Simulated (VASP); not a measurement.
GaN, 2 atoms in the cell. The structure is cubic, space group Fm-3m (No. 225). Conventional cell: a = 4.217 Å, b = 4.217 Å, c = 4.217 Å, α = 90.00°, β = 90.00°, γ = 90.00°. Ga (site symmetry m-3m) has 6 N at 2.11 Å within 2.8 Å. N (site symmetry m-3m) has 6 Ga at 2.11 Å within 2.8 Å. 

```yaml
Program: VASP 6.6.1
Task: single point
Functional: PBE
Potentials_or_basis: VASP PAW PBE potentials, release 64 (Ga_d, N)
Cutoff: 520 eV
k_mesh: 10 × 10 × 10
Occupations: gaussian, width 0.01 eV
Spin: no spin polarisation
Dipole_correction: no
Further_INCAR_settings: ALGO = Normal; EDIFF = 1e-07; NBANDS = 16
```

Potentials or basis: VASP PAW PBE potentials, release 64 (Ga_d, N).

The run is started by

```sh
$ cat potpaw_PBE.64/Ga_d/POTCAR potpaw_PBE.64/N/POTCAR > POTCAR
$ mpirun -np 1 vasp_std > vasp.out
```

Hardware: 1 thread of AMD EPYC 7R13, with other jobs on the host.

How long does it take, and how much memory?

Wall time 35 s on 1 thread of AMD EPYC 7R13, on a shared host, peak memory 0.11 GiB. Counts: scf iterations 13, k points 47.
